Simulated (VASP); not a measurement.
# Be (R-3m) in VASP: further runs

The runs below take Be through single point, relaxation of cell and atoms, with r2SCAN.

All numbers are computed with VASP 6.6.1; they aren't measurements. Logs are shortened: lines on timing, memory, paths and dates and some standing lists are left out, and cuts for length are marked.

### 1 The cell of the first run

It takes space group R-3m (No. 166, trigonal). The conventional cell has a = 2.259 Å, b = 2.259 Å, c = 16.081 Å, α = 90.00°, β = 90.00°, γ = 120.00°. Within 2.9 Å of Be (site symmetry -3m) lie 12 Be at 2.22 to 2.26 Å. Within 2.9 Å of Be (site symmetry 3m) lie 12 Be at 2.20 to 2.26 Å.

### 2 Single point, r2SCAN

Input file POSCAR:

```
Be
1.0
    1.1294853691      0.6521086819      5.3602494617
   -1.1294853691      0.6521086819      5.3602494617
    0.0000000000     -1.3042173638      5.3602494617
Be
3
Direct
    0.0000000000      0.0000000000      0.0000000000
    0.2215935152      0.2215935152      0.2215935152
    0.7784064848      0.7784064848      0.7784064848
```

Input file INCAR.step1:

```
SYSTEM = Be
PREC     = Accurate       ! precision mode
ENCUT    = 520            ! plane-wave cutoff, eV
ISMEAR   = 0              ! smearing method
SIGMA    = 0.1            ! smearing width, eV
LREAL    = .False.        ! projectors in reciprocal space
LASPH    = .True.         ! aspherical terms in the spheres
NELM     = 60             ! most SCF steps
NBANDS   = 10             ! bands
GGA      = PE             ! functional
ALGO     = Normal         ! electronic algorithm
EDIFF    = 1E-4           ! SCF threshold, eV
LWAVE    = .True.         ! write WAVECAR
LCHARG   = .False.        ! write CHGCAR
```

Input file INCAR.step2:

```
SYSTEM = Be
PREC     = Accurate       ! precision mode
ENCUT    = 520            ! plane-wave cutoff, eV
EDIFF    = 1E-7           ! SCF threshold, eV
ISMEAR   = 0              ! smearing method
SIGMA    = 0.1            ! smearing width, eV
LREAL    = .False.        ! projectors in reciprocal space
LASPH    = .True.         ! aspherical terms in the spheres
NELM     = 60             ! most SCF steps
ALGO     = Normal         ! electronic algorithm
ISIF     = 2              ! what is computed and relaxed
LWAVE    = .False.        ! write WAVECAR
LCHARG   = .False.        ! write CHGCAR
METAGGA  = R2SCAN         ! meta-GGA
LMIXTAU  = .True.       
NBANDS   = 10             ! bands
ISTART   = 1
```

Input file KPOINTS:

```
regular mesh
0
Gamma
  9 9 9
  0 0 0
```

Potentials or basis: VASP PAW PBE potentials, release 64 (Be).

On the command line:

```bash
cat potpaw_PBE.64/Be/POTCAR > POTCAR
cp INCAR.step1 INCAR
mpirun -np 1 vasp_std > vasp.out
cp INCAR.step2 INCAR
mpirun -np 1 vasp_std > vasp.out
```

OUTCAR:

```text
SYSTEM = Be
   PREC = Accurate
   ENCUT = 520
   EDIFF = 1E-7
   ISMEAR = 0
   LREAL = .False.
   LASPH = .True.
   NELM = 60
   ISIF = 2
   METAGGA = R2SCAN
   ISTART = 1

 ion  position               nearest neighbor table
   1  0.000  0.000  0.000-   3 2.22   3 2.22   2 2.22   2 2.22   3 2.22   2 2.22
   2  0.222  0.222  0.222-   3 2.20   3 2.20   3 2.20   1 2.22   1 2.22   1 2.22
   3  0.778  0.778  0.778-   2 2.20   2 2.20   2 2.20   1 2.22   1 2.22   1 2.22

  LATTYP: Found a trigonal (rhomboedric) cell.
 ALAT       =     5.5166345922
 COS(alpha) =     0.9161616392

  Lattice vectors:

 A1 = (   1.1294853691,   0.6521086819,   5.3602494617)
 A2 = (  -1.1294853691,   0.6521086819,   5.3602494617)
 A3 = (   0.0000000000,  -1.3042173638,   5.3602494617)

Analysis of symmetry for initial positions (statically):
=====================================================================
 Subroutine PRICEL returns:
 Original cell was already a primitive cell.

 Routine SETGRP: Setting up the symmetry group for a
 trigonal (rhombohedral) supercell.

 Subroutine GETGRP returns: Found 12 space group operations
 (whereof 12 operations were pure point group operations)
 out of a pool of 12 trial point group operations.

The static configuration has the point symmetry D_3d.

Analysis of symmetry for dynamics (positions and initial velocities):
=====================================================================
 Subroutine PRICEL returns:
 Original cell was already a primitive cell.

 Routine SETGRP: Setting up the symmetry group for a
 trigonal (rhombohedral) supercell.

 Subroutine GETGRP returns: Found 12 space group operations
 (whereof 12 operations were pure point group operations)
 out of a pool of 12 trial point group operations.

The dynamic configuration has the point symmetry D_3d.

 Subroutine INISYM returns: Found 12 space group operations
 (whereof 12 operations are pure point group operations),
 and found     1 'primitive' translations

----------------------------------------------------------------------------------------

                                     Primitive cell

  volume of cell :      23.6885

  direct lattice vectors                    reciprocal lattice vectors
     1.129485369  0.652108682  5.360249462     0.442679484  0.255581119  0.062186160
    -1.129485369  0.652108682  5.360249462    -0.442679484  0.255581119  0.062186160
     0.000000000 -1.304217364  5.360249462     0.000000000 -0.511162238  0.062186160

  length of vectors
     5.516634592  5.516634592  5.516634592     0.514931017  0.514931017  0.514931017

  position of ions in fractional coordinates (direct lattice)
     0.000000000  0.000000000  0.000000000
     0.221593515  0.221593515  0.221593515
     0.778406485  0.778406485  0.778406485

  ion indices of the primitive-cell ions
   primitive index   ion index
                 1           1
                 2           2
                 3           3

----------------------------------------------------------------------------------------

 KPOINTS: regular mesh

Automatic generation of k-mesh.
 Grid dimensions read from file:
 generate k-points for:    9    9    9

 Generating k-lattice:

  Cartesian coordinates                     Fractional coordinates (reciprocal lattice)
     0.049186609  0.028397902  0.006909573     0.111111111  0.000000000  0.000000000
    -0.049186609  0.028397902  0.006909573     0.000000000  0.111111111  0.000000000
     0.000000000 -0.056795804  0.006909573     0.000000000  0.000000000  0.111111111

  Length of vectors
     0.057214557  0.057214557  0.057214557

  Shift w.r.t. Gamma in fractional coordinates (k-lattice)
     0.000000000  0.000000000  0.000000000

 Subroutine IBZKPT returns following result:
 ===========================================

 Found     85 irreducible k-points:

 Following reciprocal coordinates:
            Coordinates               Weight
  0.000000  0.000000  0.000000      1.000000
  0.111111 -0.000000  0.000000      6.000000
  0.222222  0.000000  0.000000      6.000000
  0.333333  0.000000  0.000000      6.000000
  0.444444  0.000000  0.000000      6.000000
  0.111111  0.111111  0.000000      6.000000
[... 16 lines left out ...]
 -0.333333  0.333333  0.000000      6.000000
  0.444444  0.444444  0.000000      6.000000
 [... further k-points ...]
   k-points           NKPTS =     85   k-points in BZ     NKDIM =     85   number of bands    NBANDS=     10
   number of dos      NEDOS =    301   number of ions     NIONS =      3
   total plane-waves  NPLWV =  74088
   dimension x,y,z NGX =    42 NGY =   42 NGZ =   42
   dimension x,y,z NGXF=    84 NGYF=   84 NGZF=   84
   ions per type =               3
   NGX,Y,Z   is equivalent  to a cutoff of  12.66, 12.66, 12.66 a.u.
   NGXF,Y,Z  is equivalent  to a cutoff of  25.31, 25.31, 25.31 a.u.
 SYSTEM =  Be
   PREC   = accura    normal or accurate (medium, high low for compatibility)
   ISTART =      1    job   : 0-new  1-cont  2-samecut
   ICHARG =      0    charge: 1-file 2-atom 10-const
   ISPIN  =      1    spin polarized calculation?
   LNONCOLLINEAR =      F non collinear calculations
   LSORBIT =      F    spin-orbit coupling
   LASPH  =      T    aspherical Exc in radial PAW
   ENCUT  =  520.0 eV  38.22 Ry    6.18 a.u.  10.26 10.26 10.26*2*pi/ulx,y,z
   NELM   =     60;   NELMIN=  2; NELMDL=  0     # of ELM steps
   EDIFF  = 0.1E-06   stopping-criterion for ELM
   LREAL  =      F    real-space projection
   EDIFFG = 0.1E-05   stopping-criterion for IOM
   NSW    =      0    number of steps for IOM
   IBRION =     -1    ionic relax: 0-MD 1-quasi-New 2-CG
   NFREE  =      0    steps in history (QN), initial steepest desc. (CG)
   ISIF   =      2    stress and relaxation
   ISYM   =      2    0-nonsym 1-usesym 2-fastsym
   POTIM  = 0.5000    time-step for ionic-motion
   TEBEG  =    0.0;   TEEND  =   0.0 temperature during run
   PSTRESS=    0.0 pullay stress
   NELECT =       6.0000    total number of electrons
   NUPDOWN=      -1.0000    fix difference up-down
   EMIN   =  10.00;   EMAX   =-10.00  energy-range for DOS
   EFERMI =   0.00;   METHOD = LEGACY
   ISMEAR =     0;   SIGMA  =   0.10  broadening in eV -4-tet -1-fermi 0-gaus
   EFERMI_NEDOS =   21; number of points for ismear=-14 and -15
   IALGO  =     38    algorithm
   IMIX   =      4    mixing-type and parameters
     AMIX     =   0.40;   BMIX     =  1.00
     AMIX_MAG =   1.60;   BMIX_MAG =  1.00
  volume/ion in A,a.u.               =       7.90        53.29
  Fermi-wavevector in a.u.,A,eV,Ry     =   1.035809  1.957395 14.597691  1.072900
  Thomas-Fermi vector in A             =   2.170170
   LORBIT       =      0    0 simple, 1 ext, 2 COOP (PROOUT), +10 PAW based schemes
   METAGGA = R2SCAN    functional components
   LHFCALC =     F    Hartree Fock is set to
   AEXX    =    0.0000 exact exchange contribution
   IVDW    =     0    specifies the selected vdW correction
   LEPSILON=     F    determine dielectric tensor
   LRPA    =     F    only Hartree local field effects (RPA)
 non-spin polarized calculation
 Gauss-broadening in eV      SIGMA  =   0.10
  energy-cutoff  :      520.00
  volume of cell :       23.69
 maximum number of plane-waves:       650
 NGX is ok and might be reduce to    42
   NGX = 21   NGY = 21   NGZ = 21

 number of electron       6.0000000 magnetization

 Free energy of the ion-electron system (eV)
  ---------------------------------------------------
  ext. energy  EPLUGINS =         0.00000000
  ---------------------------------------------------
  free energy    TOTEN  =       -12.98439643 eV

  energy without entropy =      -12.98322149  energy(sigma->0) =      -12.98380896

 E-fermi :   6.7261     XC(G=0): -11.2654

 val. band max:        6.7180039094   @ k =  -0.3333  -0.4444   0.2222
 cond. band min:       7.7221498149   @ k =  -0.3333   0.4444   0.2222
 fundamental gap:      1.0041459055
 Fermi energy:         6.7260987993

 k-point     1 :       0.0000    0.0000    0.0000
  band No.  band energies     occupation
      1      -5.1088      2.00000
      2      -1.0207      2.00000
      3      -1.0166      2.00000
      4      13.7375      0.00000
      5      13.9103      0.00000
      6      25.3106      0.00000
      7      25.3106      0.00000
      8      25.5551      0.00000
      9      25.5551      0.00000
     10      27.8523      0.00000

 k-point     2 :       0.1111   -0.0000    0.0000
  band No.  band energies     occupation
      1      -4.7180      2.00000
      2      -0.9044      2.00000
      3      -0.3146      2.00000
      4      13.3609      0.00000
      5      14.6575      0.00000
      6      22.1660      0.00000
      7      23.3964      0.00000
      8      23.8431      0.00000
      9      24.3012      0.00000
     10      27.4543      0.00000

 k-point     3 :       0.2222    0.0000    0.0000
  band No.  band energies     occupation
      1      -3.5456      2.00000
      2      -0.0056      2.00000
      3       1.2025      2.00000
      4      12.8211      0.00000
      5      15.3929      0.00000
      6      17.8069      0.00000
      7      19.5168      0.00000
      8      21.0823      0.00000
      9      21.9011      0.00000
     10      23.3345      0.00000

 k-point     4 :       0.3333    0.0000    0.0000
  band No.  band energies     occupation
      1      -1.6070      2.00000
      2       1.5819      2.00000
      3       3.3670      2.00000
      4      10.1852      0.00000
      5      12.9924      0.00000
      6      16.4216      0.00000
      7      17.1451      0.00000
      8      19.4552      0.00000
      9      19.9797      0.00000
     10      19.9970      0.00000
[... 222 lines left out ...]
 k-point    22 :      -0.4444    0.3333    0.0000
  band No.  band energies     occupation
      1       2.5221      2.00000
      2       3.7756      2.00000
      3       6.1385      2.00000
      4       8.7253      0.00000
      5       9.2921      0.00000
      6      11.1207      0.00000
      7      14.0569      0.00000
      8      15.8828      0.00000
      9      16.9207      0.00000
     10      18.8300      0.00000

 k-point    23 :      -0.3333    0.3333    0.0000
  band No.  band energies     occupation
      1       4.7818      2.00000
      2       5.8957      2.00000
      3       6.0291      2.00000
      4       6.0706      2.00000
      5       7.8887      0.00000
      6      10.9966      0.00000
      7      13.9350      0.00000
      8      14.2137      0.00000
      9      16.6427      0.00000
     10      18.8206      0.00000

 k-point    24 :       0.4444    0.4444    0.0000
  band No.  band energies     occupation
      1       1.2695      2.00000
      2       2.4178      2.00000
      3       4.8666      2.00000
      4       8.6339      0.00000
      5       9.7150      0.00000
      6      14.6159      0.00000
      7      15.1369      0.00000
      8      17.5555      0.00000
      9      18.8986      0.00000
     10      21.9857      0.00000

 [... further k-points ...]
[... 5 lines left out ...]
  --------------------------------------------------------------------------------------
  -------------------------------------------------------------------------------------
  Total        0.0105225      0.0105225      0.0602680      0.0000000      0.0000000     -0.0000000
  in kB        0.7116926      0.7116926      4.0762502      0.0000000      0.0000000     -0.0000000
  external PRESSURE =       1.8332118 kB  Pullay stress =       0.0000000 kB

 VOLUME and BASIS-vectors are now :
 -----------------------------------------------------------------------------
  energy-cutoff  :      520.00
  volume of cell :       23.69
      direct lattice vectors                 reciprocal lattice vectors
     1.129485369  0.652108682  5.360249462     0.442679484  0.255581119  0.062186160
    -1.129485369  0.652108682  5.360249462    -0.442679484  0.255581119  0.062186160
     0.000000000 -1.304217364  5.360249462     0.000000000 -0.511162238  0.062186160

 POSITION                                       TOTAL-FORCE (eV/Angst)
 -----------------------------------------------------------------------------------
      0.00000      0.00000      0.00000         0.000000      0.000000      0.000000
      0.00000      0.00000      3.56339         0.000000     -0.000000      0.005055
      0.00000      0.00000     12.51736         0.000000     -0.000000     -0.005055
 -----------------------------------------------------------------------------------
    total drift:                                0.000000     -0.000000      0.000000

  FREE ENERGIE OF THE ION-ELECTRON SYSTEM (eV)
  ---------------------------------------------------
  free  energy   TOTEN  =       -12.9843964319 eV

  energy  without entropy=      -12.9832214893  energy(sigma->0) =      -12.98380896
```

Wall time 2.2 min (1 thread of Intel Xeon 6975P-C (Granite Rapids), shared host); peak memory 0.27 GiB.

What came out:

| Item | Value |
| --- | --- |
| Free energy | -12.9844 eV |
| Pressure | 0.2 GPa |
| Largest force | 0.005 eV/Å |
| Band gap on the k mesh | zero (band 3 reaches 7.72 eV, above the bottom of band 4 at 6.07 eV) |

Forces on the atoms (eV/Å):
```
Be   0.000  0.000  0.000
Be   0.000  0.000  0.005
Be   0.000  0.000 -0.005
```

Caveat: the PAW data sets were made with another functional, which shifts forces and pressure a little.

### 3 Relaxation of cell and atoms, r2SCAN

This run uses another cell than the first one, of 9.22 Å³/atom, 1.168 times its volume.

Input file POSCAR:

```
Be
1.0
    1.1823217655      0.6826137895      5.7140869046
   -1.1823217655      0.6826137895      5.7140869046
    0.0000000000     -1.3652275791      5.7140869046
Be
3
Direct
    0.0000000000      0.0000000000      0.0000000000
    0.2222200000      0.2222200000      0.2222200000
    0.7777800000      0.7777800000      0.7777800000
```

Input file INCAR.step1:

```
SYSTEM = Be
PREC = Accurate
ENCUT = 600
ISMEAR = 0
SIGMA = 0.1
LREAL = .FALSE.
LASPH = .TRUE.
NELM = 60
GGA = PE
ALGO = Normal
EDIFF = 1E-4
LWAVE = .TRUE.
LCHARG = .FALSE.
```

Input file INCAR.step2:

```
SYSTEM = Be
PREC = Accurate
ENCUT = 600
EDIFF = 1E-6
ISMEAR = 0
SIGMA = 0.1
LREAL = .FALSE.
LASPH = .TRUE.
NELM = 60
ALGO = Normal
ISIF = 3
LWAVE = .FALSE.
LCHARG = .FALSE.
METAGGA = R2SCAN
LMIXTAU = .TRUE.
IBRION = 2
NSW = 90
EDIFFG = -0.04
ISTART = 1
```

Input file KPOINTS:

```
Automatic mesh
0
G
  9 9 9
  0 0 0
```

Potentials or basis: VASP PAW PBE potentials, release 64 (Be).

On the command line:

```bash
cat potpaw_PBE.64/Be/POTCAR > POTCAR
cp INCAR.step1 INCAR
mpirun -np 1 vasp_std > vasp.out
cp INCAR.step2 INCAR
mpirun -np 1 vasp_std > vasp.out
```

Run time: 33 min. Hardware: 1 thread of Oxide Virtual Turin-like, shared host; peak memory 0.33 GiB.

Results (log left out):

```yaml
Free_energy: -12.9847 eV
Relaxed_volume: 7.89 Å³/atom
Relaxed_cell: a = 5.517 Å, b = 5.517 Å, c = 5.517 Å, α = 23.62°, β = 23.62°, γ = 23.62°
Space_group_after_relaxing_to_0.05_Å: R-3m (No. 166)
Energy_gained_by_relaxing: 72.1 meV/atom
Ionic_steps: 5
Pressure_after_relaxing: 0.2 GPa
Largest_force_after_relaxing: 0.012 eV/Å
Band_gap_on_the_k_mesh: zero (band 3 reaches 7.72 eV, above the bottom of band 4 at 6.08 eV)
```

Forces in eV/Å, atoms in the order of the input:
```
Be   0.000  0.000  0.000
Be   0.000  0.000 -0.012
Be   0.000  0.000  0.012
```

Stress tensor (GPa, compression positive):
```
0.13 0.00 0.00
0.00 0.13 0.00
0.00 0.00 0.36
```

Step by step:
| step | energy change (eV) | largest force (eV/Å) | pressure (GPa) | volume (Å³) |
| --- | --- | --- | --- | --- |
| 1 | 0.0000 | 0.1169 | -15.04 | 27.67 |
| 2 | -0.2098 | 0.0635 | -3.08 | 24.34 |
| 3 | -0.2152 | 0.0492 | -0.48 | 23.82 |
| 4 | -0.2153 | 0.0470 | -0.07 | 23.75 |
| 5 | -0.2164 | 0.0123 | 0.21 | 23.68 |

Final structure:
```yaml
crystal:
  lattice:
    - [1.12929, 0.65200, 5.36096]
    - [-1.12929, 0.65200, 5.36096]
    - [0.00000, -1.30400, 5.36096]
  atoms:
    - { symbol: Be, position: [0.00000, 0.00000, 0.00000] }
    - { symbol: Be, position: [0.22167, 0.22167, 0.22167] }
    - { symbol: Be, position: [0.77833, 0.77833, 0.77833] }
```

Levels at points of the mesh, in eV from the Fermi level:
| k point | band 1 | band 2 | band 3 | band 4 | band 5 | band 6 | band 7 |
| --- | --- | --- | --- | --- | --- | --- | --- |
| (0.00, 0.00, 0.00) | -11.84 | -7.75 | -7.75 | 7.01 | 7.17 | 18.60 | 18.60 |

Caveat: the PAW data sets were made with another functional, which shifts forces and pressure a little.
